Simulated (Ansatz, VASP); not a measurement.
## Two plane-wave programs on AlN

```
Al N
1.0
     3.14709   -0.03092    0.01210
    -1.60032    2.71741   -0.01192
     0.01936   -0.01084    4.92627
Al N
2 2
Direct
  0.32667 0.67420 0.99339
  0.63219 0.30890 0.52938
  0.39594 0.69201 0.37644
  0.64519 0.32489 0.87079
```

Change from the starting cell: all atoms moved at random (sigma 0.06 Å a component), cell strained at random (sigma 0.01).

Alike in both runs: task single point; functional PBEsol; k mesh 12 × 12 × 6; occupations gaussian, width 0.05 eV; no spin polarisation.

```csv
,VASP,Ansatz
version,VASP 6.6.1,Ansatz 0.2.0
potentials or method,"VASP PAW PBE potentials, release 64 (Al, N), cutoff 600 eV","scalar-relativistic, plane waves, PAW"
valence electrons in the cell,16,16
```

Ansatz gave:

| Quantity | Value |
| --- | --- |
| gap on the k mesh at the Fermi level (eV) | 3.08 |
| least direct gap on the mesh (eV) | 3.08 |
| pressure (GPa) | 6.5 |
| traceless stress, the component that is largest in VASP (GPa) | 18.16 |
| rms of the force components (eV/Å) | 2.162 |

What did VASP give for the same quantities?

gap on the k mesh at the Fermi level (eV): 3.10; least direct gap on the mesh (eV): 3.10; pressure (GPa): 6.5; traceless stress, the component that is largest in VASP (GPa): 18.53; rms of the force components (eV/Å): 2.186.

VASP's potentials were made for PBE, not for PBEsol. Atom by atom the forces differ by 0.026 eV/Å (rms over components).
